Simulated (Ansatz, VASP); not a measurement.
# Bi: VASP beside Ansatz

```
Bi
1.0
     3.52067   -3.14647   -0.14557
     3.52067    3.14647   -0.14557
    -1.40174    0.00000    2.99673
Bi
2
Cartesian
  1.5926 0.0000 0.2836
  4.0470 0.0000 2.4220
```

Alike in both runs: functional PBE; dispersion D3(BJ); k mesh 10 × 10 × 14; occupations gaussian, width 0.1 eV; no spin polarisation.

Ansatz relaxed the structure, and its values are those at the end. VASP's run is a single point on that final structure, the one shown.

|  | VASP | Ansatz |
| --- | --- | --- |
| version | VASP 6.6.1 | Ansatz 0.2.0 |
| potentials or method | VASP PAW PBE potentials, release 64 (Bi_d), cutoff 520 eV | scalar-relativistic, plane waves, PAW |
| valence electrons in the cell | 30 | 30 |

Ansatz gave:

```
gap on the k mesh at the Fermi level (eV) : none
pressure (GPa)                            : 0.0
```

Task: What did VASP give for the same quantities?

Result: gap on the k mesh at the Fermi level (eV): none; pressure (GPa): -0.1.

A gap of «none» marks a metal or a gap that the smearing closes.

Spin-orbit coupling is off throughout.
